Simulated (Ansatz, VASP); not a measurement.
**One calculation of Sr, two programs**

Contents of INCAR:

```
SYSTEM = Sr
PREC = Accurate
ENCUT = 600
EDIFF = 1E-6
ISMEAR = 0
SIGMA = 0.1
LREAL = .False.
LASPH = .True.
NELM = 100
ALGO = Normal
ISIF = 3
LWAVE = .False.
LCHARG = .False.
GGA = PS
IBRION = 2
NSW = 90
EDIFFG = -0.04
```

Contents of KPOINTS:

```
regular mesh
0
Gamma
  4 4 2
  0 0 0
```

File POSCAR:

```
Sr
1.0
    4.0671279462     -2.6880604413      0.0000000000
    4.0671279462      2.6880604413      0.0000000000
    0.0000000000      0.0000000000     10.9652684531
Sr
4
Direct
    0.8500000000      0.1500000000      0.1170000000
    0.6500000000      0.3500000000      0.6170000000
    0.1500000000      0.8500000000      0.8830000000
    0.3500000000      0.6500000000      0.3830000000
```

Input for Ansatz:

```yaml
crystal:
  lattice:
    - [4.0671279462, -2.6880604413, 0.0]
    - [4.0671279462, 2.6880604413, 0.0]
    - [0.0, 0.0, 10.9652684531]
  atoms:
    - { symbol: Sr, position: [0.85, 0.15, 0.117] }
    - { symbol: Sr, position: [0.65, 0.35, 0.617] }
    - { symbol: Sr, position: [0.15, 0.85, 0.883] }
    - { symbol: Sr, position: [0.35, 0.65, 0.383] }
basis:
  ecutwfc: 420
kpoints:
  mp_grid: { grid: [4, 4, 2] }
hamiltonian:
  xc: pbesol
scf:
  occupations: { method: gaussian, width: 0.1 }
  lower_state_search: "off"
output:
  forces: true
  stress: true
  eigenvalues: true
relax:
  adjacent_minimum: "off"
  f_tol: 0.04
  max_steps: 70
  cell: { stress_tol: 0.4 }
```

Alike in both runs: task relaxation of cell and atoms; functional PBEsol; k mesh 4 × 4 × 2; occupations gaussian, width 0.1 eV; no spin polarisation.

|  | VASP | Ansatz |
| --- | --- | --- |
| version | VASP 6.6.1 | Ansatz 0.2.0 |
| potentials or method | VASP PAW PBE potentials, release 64 (Sr_sv), cutoff 600 eV | scalar-relativistic, plane waves, PAW |
| valence electrons in the cell | 40 | 40 |

Ansatz gave:

| Item | Value |
| --- | --- |
| gap on the k mesh at the Fermi level, each at its own relaxed structure (eV) | none |
| relaxed volume (Å³/atom) | 52.23 |
| relaxed length of the cell vector where the two differ most in proportion (Å) | 12.118 |

Problem. What did VASP give for the same quantities?

Solution. gap on the k mesh at the Fermi level, each at its own relaxed structure (eV): none; relaxed volume (Å³/atom): 52.22; relaxed length of the cell vector where the two differ most in proportion (Å): 12.136.

VASP's potentials were made for PBE, not for PBEsol. A gap of «none» marks a metal or a gap that the smearing closes.
